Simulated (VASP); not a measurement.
Crystal: SbO5.

```xyz
6
Lattice="3.3155 0.0000 0.0000 -1.6577 2.8713 0.0000 0.0000 0.0000 10.1480" Properties=species:S:1:pos:R:3 pbc="T T T"
Sb    0.0000    0.0000    0.0000
O     1.6577    0.9571    8.9416
O     0.0000    0.0000    5.7189
O     1.6577    0.9571    5.0740
O     0.0000    0.0000    4.4291
O     1.6577    0.9571    1.2064
```

The cell was built from a structure type or drawn by symmetry, and may not be a known phase.

```yaml
Program: VASP 6.6.1
Task: relaxation of cell and atoms
Functional: PBE
Potentials_or_basis: VASP PAW PBE potentials, release 64 (Sb, O)
Cutoff: 600 eV
k_mesh: 12 × 12 × 4
Occupations: gaussian, width 0.1 eV
Spin: no spin polarisation
```

At the start: pressure -0.0 GPa; volume 16.10 Å³/atom.

Problem. Where does the relaxation end?

Solution. Over 12 steps the energy falls by 3.0 meV/atom and the volume is 15.79 Å³/atom (-1.9 %); space group P-6m2 (No. 187, to 0.1 Å) before and after.

Step by step:
```csv
step,energy change (eV),largest force (eV/Å),pressure (GPa),volume (Å³)
1,0.0000,0.7969,-0.03,96.61
2,0.0281,1.4165,-2.65,96.56
3,-0.0122,0.0873,-1.05,96.59
4,-0.0179,0.0293,-0.11,95.31
5,-0.0180,0.0389,-0.03,95.21
6,-0.0180,0.0220,0.00,95.16
7,-0.0180,0.0210,-0.01,95.16
8,-0.0180,0.0191,-0.07,95.14
9,-0.0181,0.0065,-0.05,95.15
10,-0.0181,0.0060,-0.04,95.11
11,-0.0181,0.0050,-0.02,94.99
12,-0.0183,0.0039,0.01,94.74
```

Final structure:
```
Sb O
1.0
     3.28795    0.00000    0.00000
    -1.64397    2.84745    0.00000
     0.00000    0.00000   10.11964
Sb O
1 5
Direct
  0.00000 0.00000 0.00000
  0.66667 0.33333 0.88100
  0.00000 0.00000 0.56547
  0.66667 0.33333 0.50000
  0.00000 0.00000 0.43453
  0.66667 0.33333 0.11900
```

Caveat: an odd number of electrons without spin polarisation forces a metal; a magnetic or distorted state may lie lower.
